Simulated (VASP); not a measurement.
A run of VASP 6.6.1 is set up as follows.

File INCAR:

```
PREC = Accurate ; ENCUT = 520
EDIFF = 1E-6 ; ISMEAR = 0
SIGMA = 0.15 ; LREAL = F
LASPH = T ; NELM = 80
ALGO = Fast ; ISIF = 2
LWAVE = F ; LCHARG = T
LELF = T ; LVHAR = T
NBANDS = 11
```

Contents of KPOINTS:

```
regular mesh
0
Gamma
  20 20 20
```

File POSCAR:

```
Pt
1.0
   -0.2920150933      1.8591627604      1.8591627604
    1.8591627604     -0.2920150933      1.8591627604
    1.8591627604      1.8591627604     -0.2920150933
Pt
1
Direct
    0.0000000000      0.0000000000      0.0000000000
```

Potentials or basis: VASP PAW LDA potentials, release 64 (Pt).

The run is started by

```bash
$ cat potpaw_LDA.64/Pt/POTCAR > POTCAR
$ mpirun -np 1 vasp_std > vasp.out
```

(1) What does it give for the band gap on the k mesh?

(2) Predict the pressure.

## Answers

(1) zero (band 5 reaches 11.42 eV, above the bottom of band 6 at 8.07 eV).

(2) -6.1 GPa.

Caveat: spin-orbit coupling is left out, which moves the levels of the heavy elements.
